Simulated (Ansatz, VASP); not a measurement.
# MgO in VASP and in Ansatz

```xyz
2
Lattice="0.0000 1.9895 1.9895 1.9895 0.0000 1.9895 1.9895 1.9895 0.0000" Properties=species:S:1:pos:R:3 pbc="T T T"
Mg    0.0000    0.0000    0.0000
O     1.9895    1.9895    1.9895
```

Change from the starting cell: hydrostatic strain -5.4%.

Alike in both runs: task single point; functional r2SCAN; k mesh 10 × 10 × 10; no spin polarisation.

```csv
,VASP,Ansatz
version,VASP 6.6.1,Ansatz 0.2.0
potentials or method,"VASP PAW PBE potentials, release 64 (Mg, O)","plane waves, PAW"
plane-wave cutoff (eV),520,500
occupations,"gaussian, width 0.01 eV",fixed
valence electrons in the cell,8,16
```

Ansatz gave:

| Quantity | Value |
| --- | --- |
| gap on the k mesh at the Fermi level (eV) | 7.55 |
| pressure (GPa) | 38.6 |

Problem. Which values does VASP return?

Solution. gap on the k mesh at the Fermi level (eV): 7.53; pressure (GPa): 37.7.

VASP's potentials were made for PBE, not for r2SCAN. Both programs put the cell under a high pressure, so it lies far from rest at this level. VASP's potentials hold 8 valence electrons a cell and Ansatz's 16, so a difference there can come from the potentials and not from the codes.
